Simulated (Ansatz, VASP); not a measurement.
**Two plane-wave programs on BaTiO3**

Contents of INCAR:

```
SYSTEM = BaTiO3
ALGO = Normal
EDIFF = 1E-6
ENCUT = 520
GGA = PE
ISIF = 2
ISMEAR = 0
LASPH = .TRUE.
LCHARG = .FALSE.
LDAU = .TRUE.
LDAUJ = 0 0 0
LDAUL = -1 2 -1
LDAUPRINT = 1
LDAUTYPE = 2
LDAUU = 0 4 0
LMAXMIX = 4
LREAL = .FALSE.
LWAVE = .FALSE.
NBANDS = 28
NELM = 150
PREC = Accurate
SIGMA = 0.05
```

KPOINTS

```
k-points
0
G
  6 6 6
  0 0 0
```

File POSCAR:

```
BaTiO3
1.0
    3.6725724868      0.0000000000      0.0000000000
    0.0000000000      2.6326738214      3.4375282730
    0.0000000000     -2.6326738214      3.4375282730
Ba Ti O
1 1 3
Direct
    0.0000000000      0.0080771845      0.0080771845
    0.5000000000      0.5197092871      0.5197092871
    0.0000000000      0.4916268390      0.4916268390
    0.5000000000      0.4938075372      0.9829991522
    0.5000000000      0.9829991522      0.4938075372
```

Input for Ansatz:

```yaml
crystal:
  lattice:
    - [3.6725724868, 0.0, 0.0]
    - [0.0, 2.6326738214, 3.437528273]
    - [0.0, -2.6326738214, 3.437528273]
  atoms:
    - { symbol: Ba, position: [0.0, 0.0080771845, 0.0080771845] }
    - { symbol: Ti, position: [0.5, 0.5197092871, 0.5197092871] }
    - { symbol: O, position: [0.0, 0.491626839, 0.491626839] }
    - { symbol: O, position: [0.5, 0.4938075372, 0.9829991522] }
    - { symbol: O, position: [0.5, 0.9829991522, 0.4938075372] }
basis:
  ecutwfc: 420
kpoints:
  mp_grid: { grid: [6, 6, 6] }
hamiltonian:
  xc: pbe
  hubbard: { sites: [{ species: Ti, l: d, u_eff: 4.0 }] }
scf:
  occupations: { method: gaussian, width: 0.05 }
output:
  forces: true
  stress: true
  eigenvalues: true
  write_density: true
  write_potential: true
  elf: true
  volumetric_format: npy
```

Alike in both runs: task single point; functional PBE; k mesh 6 × 6 × 6; occupations gaussian, width 0.05 eV; no spin polarisation; Hubbard terms Ti d U = 4.0 eV.

|  | VASP | Ansatz |
| --- | --- | --- |
| version | VASP 6.6.1 | Ansatz 0.2.0 |
| potentials or method | VASP PAW PBE potentials, release 64 (Ba_sv, Ti_sv, O), cutoff 520 eV | scalar-relativistic, plane waves, PAW |
| valence electrons in the cell | 40 | 40 |

VASP gave:

* gap on the k mesh at the Fermi level (eV): 1.29
* least direct gap on the mesh (eV): 1.29
* pressure (GPa): 10.8
* traceless stress, the component that is largest in VASP (GPa): -38.80
* rms of the force components (eV/Å): 0.660

Task: Which values does Ansatz return?

Result: gap on the k mesh at the Fermi level (eV): 1.36; least direct gap on the mesh (eV): 1.36; pressure (GPa): 7.0; traceless stress, the component that is largest in VASP (GPa): -37.39; rms of the force components (eV/Å): 0.801.

The programs project onto different local orbitals, so the same U acts differently, and such runs can settle in different states. Atom by atom the forces differ by 0.163 eV/Å (rms over components).

Neither program's run includes spin-orbit coupling.
